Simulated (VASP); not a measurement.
Set up this calculation in VASP 6.6.1, as the native input.

```
Task                   : single point
Functional             : PBEsol
Dispersion             : D4
Potentials or basis    : VASP PAW PBE potentials, release 64 (Cu)
Cutoff                 : 520 eV
k mesh                 : 3 × 13 × 2
Occupations            : gaussian, width 0.15 eV
Spin                   : no spin polarisation
Dipole correction      : no
Further INCAR settings : ALGO = Normal; EDIFF = 1e-07; NBANDS = 12
```

The structure of Cu lies in POSCAR:

```
Cu
1.0
   11.7971793371      0.0000000000      0.0000000000
    0.0000000000      2.2821096545      0.0000000000
   -4.6857571574      0.0000000000     22.1698372077
Cu
1
Direct
    0.5000000000      0.5000000000      0.5000000000
```

The input as run:

INCAR

```
SYSTEM = Cu
PREC = Accurate
ENCUT = 520
EDIFF = 1E-7
ISMEAR = 0
SIGMA = 0.15
LREAL = .False.
LASPH = .True.
NELM = 100
ALGO = Normal
ISIF = 2
LWAVE = .False.
LCHARG = .False.
GGA = PS
IVDW = 13
NBANDS = 12
```

KPOINTS

```
regular mesh
0
Gamma
  3 13 2
  0 0 0
```

Potentials or basis: VASP PAW PBE potentials, release 64 (Cu).

Launch:

```bash
$ cat potpaw_PBE.64/Cu/POTCAR > POTCAR
$ mpirun -np 1 vasp_std > vasp.out
```

Results of the run:

```json
{
 "Pressure": "0.0 GPa",
 "Dispersion energy per atom": "-0.018 eV"
}
```

Caveat: the PAW data sets were made with another functional, which shifts forces and pressure a little; pairwise dispersion overbinds metals, which lowers pressure and volume.

Wall time 3 min on 1 thread of Intel(R) Xeon(R) 6975P-C (Granite Rapids), on a shared host, peak memory 0.7 GiB.
